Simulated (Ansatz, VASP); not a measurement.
# SiGe3 in VASP and in Ansatz

```
Si Ge
1.0
     2.82906    0.00000    0.00000
    -1.41453    2.45004    0.00000
     0.00000    0.00000   10.54117
Si Ge
1 3
Cartesian
  0.0000 0.0000 0.0000
  0.0000 0.0000 2.5684
  0.0000 0.0000 5.2706
  0.0000 0.0000 7.9727
```

Alike in both runs: functional PBE; k mesh 18 × 18 × 4; occupations gaussian, width 0.1 eV; no spin polarisation.

Ansatz relaxed the structure, and its values are those at the end. VASP's run is a single point on that final structure, the one shown.

|  | VASP | Ansatz |
| --- | --- | --- |
| version | VASP 6.6.1 | Ansatz 0.2.0 |
| potentials or method | VASP PAW PBE potentials, release 64 (Si, Ge_d), cutoff 520 eV | scalar-relativistic, plane waves, PAW |
| valence electrons in the cell | 46 | 46 |

Ansatz gave:

| Property | Result |
| --- | --- |
| gap on the k mesh at the Fermi level (eV) | none |
| pressure (GPa) | 0.0 |

Problem. Which values does VASP return?

Solution. gap on the k mesh at the Fermi level (eV): none; pressure (GPa): -0.1.

A gap of «none» marks a metal or a gap that the smearing closes.
